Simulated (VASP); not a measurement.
# Be in VASP: relaxation of cell and atoms with PBE

Aim: the relaxation of cell and atoms of Be with PBE.

All numbers are computed with VASP 6.6.1; they aren't measurements. Logs are shortened: lines on timing, memory, paths and dates and some standing lists are left out, and cuts for length are marked.

### 1 The cell of the first run

The typed cell holds 4 atoms: a = 2.398 Å, b = 3.592 Å, c = 3.657 Å, α = 90.00°, β = 90.00°, γ = 90.00°.

### 2 Relaxation of cell and atoms, PBE

Contents of INCAR:

```
SYSTEM = Be
ALGO     = Normal         ! electronic algorithm
EDIFF    = 1E-6           ! SCF threshold, eV
EDIFFG   = -0.02          ! ionic threshold
ENCUT    = 600            ! plane-wave cutoff, eV
GGA      = PE             ! functional
IBRION   = 2              ! ionic algorithm
ISIF     = 3              ! what is computed and relaxed
ISMEAR   = 0              ! smearing method
LASPH    = .True.         ! aspherical terms in the spheres
LCHARG   = .False.        ! write CHGCAR
LREAL    = .False.        ! projectors in reciprocal space
LWAVE    = .False.        ! write WAVECAR
NELM     = 100            ! most SCF steps
NSW      = 90             ! ionic steps
PREC     = Accurate       ! precision mode
SIGMA    = 0.1            ! smearing width, eV
```

Contents of KPOINTS:

```
k-points
0
Gamma
  14 10 10
  0 0 0
```

Contents of POSCAR:

```
Be
1.0
    2.3984925701      0.0000000000      0.0000000000
    0.0000000000      3.5920249215      0.0000000000
    0.0000000000      0.0000000000      3.6572572610
Be
4
Direct
    0.7499231694      0.7500459890      0.7499156142
    0.2500768306      0.2499540110      0.7499156142
    0.2499231694      0.7499540110      0.2500843858
    0.7500768306      0.2500459890      0.2500843858
```

Potentials or basis: VASP PAW PBE potentials, release 64 (Be).

Started as:

```console
> cat potpaw_PBE.64/Be/POTCAR > POTCAR
> mpirun -np 1 vasp_std > vasp.out
```

OUTCAR:

```text
SYSTEM = Be
   EDIFF = 1E-6
   EDIFFG = -0.02
   ENCUT = 600
   GGA = PE
   IBRION = 2
   ISIF = 3
   ISMEAR = 0
   LASPH = .True.
   LREAL = .False.
   NELM = 100
   NSW = 90
   PREC = Accurate

 ion  position               nearest neighbor table
   1  0.750  0.750  0.750-   2 2.16   2 2.16   2 2.16   2 2.16   3 2.19   3 2.19   3 2.19   3 2.19

   2  0.250  0.250  0.750-   1 2.16   1 2.16   1 2.16   1 2.16   4 2.19   4 2.19   4 2.19   4 2.19

   3  0.250  0.750  0.250-   4 2.16   4 2.16   4 2.16   4 2.16   1 2.19   1 2.19   1 2.19   1 2.19

   4  0.750  0.250  0.250-   3 2.16   3 2.16   3 2.16   3 2.16   2 2.19   2 2.19   2 2.19   2 2.19

  LATTYP: Found a simple orthorhombic cell.
 ALAT       =     2.3984925701
 B/A-ratio  =     1.4976176980
 C/A-ratio  =     1.5248149219

  Lattice vectors:

 A1 = (   2.3984925701,   0.0000000000,   0.0000000000)
 A2 = (   0.0000000000,   3.5920249215,   0.0000000000)
 A3 = (   0.0000000000,   0.0000000000,   3.6572572610)

Analysis of symmetry for initial positions (statically):
=====================================================================
 Subroutine PRICEL returns:
 Original cell was already a primitive cell.

 Routine SETGRP: Setting up the symmetry group for a
 simple orthorhombic supercell.

 Subroutine GETGRP returns: Found  4 space group operations
 (whereof  2 operations were pure point group operations)
 out of a pool of  8 trial point group operations.

The static configuration has the point symmetry C_2 .
 The point group associated with its full space group is D_2 .

Analysis of symmetry for dynamics (positions and initial velocities):
=====================================================================
 Subroutine PRICEL returns:
 Original cell was already a primitive cell.

 Routine SETGRP: Setting up the symmetry group for a
 simple orthorhombic supercell.

 Subroutine GETGRP returns: Found  4 space group operations
 (whereof  2 operations were pure point group operations)
 out of a pool of  8 trial point group operations.

The dynamic configuration has the point symmetry C_2 .
 The point group associated with its full space group is D_2 .

 Subroutine INISYM returns: Found  4 space group operations
 (whereof  2 operations are pure point group operations),
 and found     1 'primitive' translations

----------------------------------------------------------------------------------------

                                     Primitive cell

  volume of cell :      31.5089

  direct lattice vectors                    reciprocal lattice vectors
     2.398492570  0.000000000  0.000000000     0.416928538  0.000000000  0.000000000
     0.000000000  3.592024922  0.000000000     0.000000000  0.278394505  0.000000000
     0.000000000  0.000000000  3.657257261     0.000000000  0.000000000  0.273428947

  length of vectors
     2.398492570  3.592024922  3.657257261     0.416928538  0.278394505  0.273428947

  position of ions in fractional coordinates (direct lattice)
     0.749923169  0.750045989  0.749915614
     0.250076831  0.249954011  0.749915614
     0.249923169  0.749954011  0.250084386
     0.750076831  0.250045989  0.250084386

  ion indices of the primitive-cell ions
   primitive index   ion index
                 1           1
                 2           2
                 3           3
                 4           4

----------------------------------------------------------------------------------------

 KPOINTS: k-points

Automatic generation of k-mesh.
 Grid dimensions read from file:
 generate k-points for:   14   10   10

 Generating k-lattice:

  Cartesian coordinates                     Fractional coordinates (reciprocal lattice)
     0.029780610  0.000000000  0.000000000     0.071428571  0.000000000  0.000000000
     0.000000000  0.027839451  0.000000000     0.000000000  0.100000000  0.000000000
     0.000000000  0.000000000  0.027342895     0.000000000  0.000000000  0.100000000

  Length of vectors
     0.029780610  0.027839451  0.027342895

  Shift w.r.t. Gamma in fractional coordinates (k-lattice)
     0.000000000  0.000000000  0.000000000

 Subroutine IBZKPT returns following result:
 ===========================================

 Found    288 irreducible k-points:

 Following reciprocal coordinates:
            Coordinates               Weight
  0.000000  0.000000  0.000000      1.000000
  0.071429  0.000000  0.000000      2.000000
  0.142857  0.000000  0.000000      2.000000
  0.214286  0.000000  0.000000      2.000000
  0.285714  0.000000  0.000000      2.000000
  0.357143  0.000000  0.000000      2.000000
[... 16 lines left out ...]
  0.428571  0.200000  0.000000      4.000000
  0.500000  0.200000  0.000000      2.000000
 [... further k-points ...]
   k-points           NKPTS =    288   k-points in BZ     NKDIM =    288   number of bands    NBANDS=      8
   number of dos      NEDOS =    301   number of ions     NIONS =      4
   total plane-waves  NPLWV =  18000
   dimension x,y,z NGX =    20 NGY =   30 NGZ =   30
   dimension x,y,z NGXF=    40 NGYF=   60 NGZF=   60
   ions per type =               4
   NGX,Y,Z   is equivalent  to a cutoff of  13.86, 13.88, 13.64 a.u.
   NGXF,Y,Z  is equivalent  to a cutoff of  27.73, 27.77, 27.27 a.u.
 SYSTEM =  Be
   PREC   = accura    normal or accurate (medium, high low for compatibility)
   ISTART =      0    job   : 0-new  1-cont  2-samecut
   ICHARG =      2    charge: 1-file 2-atom 10-const
   ISPIN  =      1    spin polarized calculation?
   LNONCOLLINEAR =      F non collinear calculations
   LSORBIT =      F    spin-orbit coupling
   LASPH  =      T    aspherical Exc in radial PAW
   ENCUT  =  600.0 eV  44.10 Ry    6.64 a.u.   4.79  7.17  7.30*2*pi/ulx,y,z
   NELM   =    100;   NELMIN=  2; NELMDL= -5     # of ELM steps
   EDIFF  = 0.1E-05   stopping-criterion for ELM
   LREAL  =      F    real-space projection
   EDIFFG = -.2E-01   stopping-criterion for IOM
   NSW    =     90    number of steps for IOM
   IBRION =      2    ionic relax: 0-MD 1-quasi-New 2-CG
   NFREE  =      1    steps in history (QN), initial steepest desc. (CG)
   ISIF   =      3    stress and relaxation
   ISYM   =      2    0-nonsym 1-usesym 2-fastsym
   POTIM  = 0.5000    time-step for ionic-motion
   TEBEG  =    0.0;   TEEND  =   0.0 temperature during run
   PSTRESS=    0.0 pullay stress
   NELECT =       8.0000    total number of electrons
   NUPDOWN=      -1.0000    fix difference up-down
   EMIN   =  10.00;   EMAX   =-10.00  energy-range for DOS
   EFERMI =   0.00;   METHOD = LEGACY
   ISMEAR =     0;   SIGMA  =   0.10  broadening in eV -4-tet -1-fermi 0-gaus
   EFERMI_NEDOS =   21; number of points for ismear=-14 and -15
   IALGO  =     38    algorithm
   IMIX   =      4    mixing-type and parameters
     AMIX     =   0.40;   BMIX     =  1.00
     AMIX_MAG =   1.60;   BMIX_MAG =  1.00
  volume/ion in A,a.u.               =       7.88        53.16
  Fermi-wavevector in a.u.,A,eV,Ry     =   1.036638  1.958962 14.621067  1.074618
  Thomas-Fermi vector in A             =   2.171038
   LORBIT       =      0    0 simple, 1 ext, 2 COOP (PROOUT), +10 PAW based schemes
   GGA     = PE    functional components
   LHFCALC =     F    Hartree Fock is set to
   AEXX    =    0.0000 exact exchange contribution
   IVDW    =     0    specifies the selected vdW correction
   LEPSILON=     F    determine dielectric tensor
   LRPA    =     F    only Hartree local field effects (RPA)
 conjugate gradient relaxation of ions
 non-spin polarized calculation
 Gauss-broadening in eV      SIGMA  =   0.10
  energy-cutoff  :      600.00
  volume of cell :       31.51
 maximum number of plane-waves:      1068
 NGX is ok and might be reduce to    20
   NGX =  9   NGY = 15   NGZ = 15

--------------------------------------- Ionic step        1  -------------------------------------------

 number of electron       8.0000000 magnetization

 Free energy of the ion-electron system (eV)
  ---------------------------------------------------
  ext. energy  EPLUGINS =         0.00000000
  ---------------------------------------------------
  free energy    TOTEN  =       -14.64697183 eV

  energy without entropy =      -14.64356247  energy(sigma->0) =      -14.64526715

------------------------ aborting loop because EDIFF is reached ----------------------------------------

  FORCE on cell =-STRESS in cart. coord.  units (eV):
  Direction    XX          YY          ZZ          XY          YZ          ZX
  --------------------------------------------------------------------------------------
  -------------------------------------------------------------------------------------
  Total        0.4325035     -0.1651866     -0.1559194      0.0000000      0.0000000      0.0000000
  in kB       21.9921122     -8.3994762     -7.9282540      0.0000000      0.0000000      0.0000000
  external PRESSURE =       1.8881273 kB  Pullay stress =       0.0000000 kB
[... 95 lines left out ...]
  FREE ENERGIE OF THE ION-ELECTRON SYSTEM (eV)
  ---------------------------------------------------
  free  energy   TOTEN  =       -14.6612789319 eV

  energy  without entropy=      -14.6580917016  energy(sigma->0) =      -14.65968532

[... ionic steps 4 to 10 ...]

--------------------------------------- Ionic step       11  -------------------------------------------

 number of electron       8.0000000 magnetization

------------------------ aborting loop because EDIFF is reached ----------------------------------------
[... 71 lines left out ...]
--------------------------------------- Ionic step       13  -------------------------------------------

 number of electron       8.0000000 magnetization

 Free energy of the ion-electron system (eV)
  ---------------------------------------------------
  ext. energy  EPLUGINS =         0.00000000
  ---------------------------------------------------
  free energy    TOTEN  =       -14.67776125 eV

  energy without entropy =      -14.67575961  energy(sigma->0) =      -14.67676043

 E-fermi :   8.0012     XC(G=0): -10.6479

 val. band max:        7.9941088981   @ k =   0.2857   0.0000   0.2000
 cond. band min:       8.0620435538   @ k =   0.4286   0.3000   0.0000
 fundamental gap:      0.0679346557
 Fermi energy:         8.0012320905

 k-point     1 :       0.0000    0.0000    0.0000
  band No.  band energies     occupation
      1      -4.2975      2.00000
      2       2.7319      2.00000
      3       2.7321      2.00000
      4       8.3622      0.00000
      5       8.3626      0.00000
      6      11.9487      0.00000
      7      11.9489      0.00000
      8      11.9895      0.00000
[... 243 lines left out ...]
 k-point    24 :       0.5000    0.2000    0.0000
  band No.  band energies     occupation
      1       0.5132      2.00000
      2       0.5132      2.00000
      3       5.5570      2.00000
      4       5.5570      2.00000
      5       9.0372      0.00000
      6       9.0372      0.00000
      7      11.9367      0.00000
      8      11.9367      0.00000

 [... further k-points ...]

------------------------ aborting loop because EDIFF is reached ----------------------------------------

  FORCE on cell =-STRESS in cart. coord.  units (eV):
  Direction    XX          YY          ZZ          XY          YZ          ZX
  --------------------------------------------------------------------------------------
  -------------------------------------------------------------------------------------
  Total       -0.0041136      0.0248535      0.0233841      0.0000000      0.0000000      0.0000000
  in kB       -0.2106730      1.2728412      1.1975889      0.0000000      0.0000000      0.0000000
  external PRESSURE =       0.7532524 kB  Pullay stress =       0.0000000 kB
[... 19 lines left out ...]
  FREE ENERGIE OF THE ION-ELECTRON SYSTEM (eV)
  ---------------------------------------------------
  free  energy   TOTEN  =       -14.6777612468 eV

  energy  without entropy=      -14.6757596102  energy(sigma->0) =      -14.67676043

 reached required accuracy - stopping structural energy minimisation
```

Wall time 2.2 min (1 thread of Intel Xeon 6975P-C (Granite Rapids), shared host); peak memory 0.2 GiB.

Results:

```
Free energy                           : -14.6778 eV
Relaxed volume                        : 7.82 Å³/atom
Relaxed cell                          : a = 2.499 Å, b = 3.538 Å, c = 3.538 Å, α = 90.00°, β = 90.00°, γ = 90.00°
Space group after relaxing (to 0.1 Å) : Im-3m (No. 229)
Energy gained by relaxing             : 7.7 meV/atom
Ionic steps                           : 13
Pressure after relaxing               : 0.1 GPa
Largest force after relaxing          : 0.003 eV/Å
Band gap on the k mesh                : zero (bands 4 and 5 overlap by 2.38 eV)
```

Forces in eV/Å, atoms in the order of the input:
```
Be  -0.002  0.001 -0.002
Be   0.002 -0.001 -0.002
Be  -0.002 -0.001  0.002
Be   0.002  0.001  0.002
```

The path:
```tsv
step	energy change (eV)	largest force (eV/Å)	pressure (GPa)	volume (Å³)
1	0.0000	0.0052	0.19	31.51
2	-0.0033	0.0019	-0.13	31.55
3	-0.0143	0.0084	-0.93	31.67
4	-0.0192	0.0280	-2.15	31.88
5	-0.0204	0.0211	-1.83	31.81
6	-0.0214	0.0215	-1.82	31.80
7	-0.0239	0.0226	-1.73	31.76
8	-0.0246	0.0246	-1.44	31.68
9	-0.0250	0.0237	-1.56	31.71
10	-0.0263	0.0218	-1.37	31.66
11	-0.0292	0.0135	-0.80	31.51
12	-0.0306	0.0020	0.42	31.20
13	-0.0308	0.0032	0.08	31.28
```

Final structure:
```
CELL_PARAMETERS angstrom
2.49919 0.00000 0.00000
0.00000 3.53801 0.00000
0.00000 0.00000 3.53807
ATOMIC_POSITIONS crystal
Be 0.75007 0.74998 0.75004
Be 0.24993 0.25002 0.75004
Be 0.25007 0.75002 0.24996
Be 0.74993 0.24998 0.24996
```

Levels at points of the mesh, in eV from the Fermi level:
```
           k point  band 1  band 2  band 3  band 4  band 5  band 6  band 7  band 8
(0.00, 0.00, 0.00)  -12.30   -5.27   -5.27    0.36    0.36    3.95    3.95    3.99
(0.50, 0.00, 0.00)   -7.81   -7.81    0.57    0.57    0.58    0.58    0.58    0.58
(0.00, 0.50, 0.00)  -10.10  -10.10   -2.41   -2.41    1.37    1.37    6.74    6.74
(0.50, 0.50, 0.00)   -5.75   -5.75   -5.75   -5.75    3.39    3.39    3.39    3.39
(0.00, 0.00, 0.50)  -10.10  -10.10   -2.41   -2.41    1.37    1.37    6.74    6.74
(0.50, 0.00, 0.50)   -5.75   -5.75   -5.75   -5.75    3.39    3.39    3.39    3.39
(0.00, 0.50, 0.50)   -7.82   -7.82   -7.82   -7.82    9.46    9.46    9.47    9.47
(0.50, 0.50, 0.50)   -5.26   -5.26   -5.26   -5.26    0.37    0.37    0.37    0.37
```
